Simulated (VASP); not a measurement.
Here is a VASP 6.6.1 calculation.

File POSCAR:

```
Sn
1.0
    3.0519306036      0.0000000000      0.0000000000
    0.0000000000      3.0519306036      0.0000000000
    0.0000000000      0.0000000000      3.0519306036
Sn
1
Direct
    0.0000000000      0.0000000000      0.0000000000
```

Contents of INCAR.step1:

```
SYSTEM = Sn
ALGO = Normal
EDIFF = 1E-4
ENCUT = 520
GGA = PE
ISMEAR = -1
LASPH = .TRUE.
LCHARG = .FALSE.
LREAL = .FALSE.
LWAVE = .TRUE.
NBANDS = 13
NELM = 60
PREC = Accurate
SIGMA = 0.1
```

Contents of INCAR.step2:

```
SYSTEM = Sn
ALGO = Normal
EDIFF = 1E-7
ENCUT = 520
ISIF = 2
ISMEAR = -1
ISTART = 1
LASPH = .TRUE.
LCHARG = .TRUE.
LELF = .TRUE.
LMIXTAU = .TRUE.
LREAL = .FALSE.
LVHAR = .TRUE.
LWAVE = .FALSE.
METAGGA = R2SCAN
NBANDS = 13
NELM = 60
PREC = Accurate
SIGMA = 0.1
```

Contents of KPOINTS:

```
k-points
0
G
  10 10 10
  0 0 0
```

Potentials or basis: VASP PAW PBE potentials, release 64 (Sn_d).

The run is started by

```console
$ cat potpaw_PBE.64/Sn_d/POTCAR > POTCAR
$ cp INCAR.step1 INCAR
$ mpirun -np 1 vasp_std > vasp.out
$ cp INCAR.step2 INCAR
$ mpirun -np 1 vasp_std > vasp.out
```

(1) Estimate the pressure.

(2) Predict the band gap on the k mesh.

Answers

(1) 0.0 GPa.

(2) zero (band 7 reaches 12.97 eV, above the bottom of band 8 at 4.88 eV).

Caveat: the PAW data sets were made with another functional, which shifts forces and pressure a little; spin-orbit coupling is left out, which moves the levels of the heavy elements.
